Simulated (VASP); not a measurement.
Crystal: KScS2.

```xyz
4
Lattice="4.0353 0.0000 0.0000 0.0000 4.0353 0.0000 0.0000 0.0000 5.4655" Properties=species:S:1:pos:R:3 pbc="T T T"
K     0.0000    0.0000    0.0000
S     0.0000    0.0000    2.7327
S     2.0176    2.0176    0.0000
Sc    2.0176    2.0176    2.7327
```

Base run:

| Property | Result |
| --- | --- |
| Program | VASP 6.6.1 |
| Functional | PBE |
| Potentials or basis | VASP PAW PBE potentials, release 64 (K_sv, S, Sc_sv) |
| Cutoff | 520 eV |
| k mesh | 6 × 6 × 6 |
| Occupations | fermi-dirac, width 0.02 eV |
| Spin | no spin polarisation |

Its results: band gap on the k mesh 0.05 eV; pressure 0.8 GPa.

Q: The run is repeated on the same cell with these changes: functional from PBE to r2SCAN. What comes out?

A: Band gap on the k mesh 0.27 eV; pressure 0.2 GPa.

Caveats: semilocal functionals underestimate gaps, and a narrow one can read as zero; the PAW data sets were made with another functional, which shifts forces and pressure a little (at least some runs).

A k mesh can miss the band edges.
